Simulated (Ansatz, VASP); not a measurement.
# Mn: VASP beside Ansatz

File POSCAR:

```
Mn
1.0
    0.0000000000      2.4795962598      2.4795962598
    2.4795962598      0.0000000000      2.4795962598
    2.4795962598      2.4795962598      0.0000000000
Mn
2
Direct
    0.1250000000      0.1250000000      0.1250000000
    0.8750000000      0.8750000000      0.8750000000
```

File INCAR.step1:

```
PREC = Accurate
ENCUT = 520
ISMEAR = -1
SIGMA = 0.05
LREAL = F
LASPH = T
NELM = 150
ISPIN = 2
MAGMOM = -2.264 2.264
LMAXMIX = 4
NBANDS = 24
GGA = PE
ALGO = Normal
EDIFF = 1E-4
LWAVE = T
LCHARG = F
```

Contents of INCAR.step2:

```
PREC = Accurate
ENCUT = 520
EDIFF = 1E-6
ISMEAR = -1
SIGMA = 0.05
LREAL = F
LASPH = T
NELM = 150
ALGO = Normal
ISIF = 2
LWAVE = F
LCHARG = F
ISPIN = 2
MAGMOM = -2.264 2.264
LORBIT = 11
LMAXMIX = 4
METAGGA = R2SCAN
LMIXTAU = T
NBANDS = 24
ISTART = 1
```

The input KPOINTS:

```
Automatic mesh
0
Gamma
  13 13 13
```

Input for Ansatz:

```yaml
crystal:
  lattice:
    - [0.0, 2.4795962598, 2.4795962598]
    - [2.4795962598, 0.0, 2.4795962598]
    - [2.4795962598, 2.4795962598, 0.0]
  atoms:
    - { symbol: Mn, position: [0.125, 0.125, 0.125], spin: -2.264 }
    - { symbol: Mn, position: [0.875, 0.875, 0.875], spin: 2.264 }
hamiltonian:
  xc: r2scan
  pseudopotentials:
    kind: paw
    azcp:
      Mn: "pseudopotentials/Mn.paw.azcp"
basis:
  ecutwfc: 500
  fft_grid_basis: typed
kpoints:
  mp_grid: { grid: [13, 13, 13], shift: [0, 0, 0] }
magnetization:
  spin_polarized: true
scf:
  occupations: { method: fermi_dirac, width: 0.05 }
  lower_state_search: "off"
output:
  stress: true
```

Alike in both runs: task single point; functional r2SCAN; k mesh 13 × 13 × 13; occupations fermi-dirac, width 0.05 eV; collinear spin.

|  | VASP | Ansatz |
| --- | --- | --- |
| version | VASP 6.6.1 | Ansatz 0.2.0 |
| potentials or method | VASP PAW PBE potentials, release 64 (Mn_pv), cutoff 520 eV | plane waves (500 eV) with PAW, scalar-relativistic |
| valence electrons in the cell | 26 | 30 |

```csv
,VASP,Ansatz,Ansatz less VASP
pressure (GPa),19.0,18.0,-1.08
net moment per atom (μB),0.00,0.00,0.000
size of the moment on the site where the two differ most (μB),2.67,2.44,-0.233
```

VASP's potentials were made for PBE, not for r2SCAN. Site moments also hang on the region over which each program counts them. VASP's potentials hold 26 valence electrons a cell and Ansatz's 30, so a difference there can come from the potentials and not from the codes. Ansatz's warnings: stability check not made.
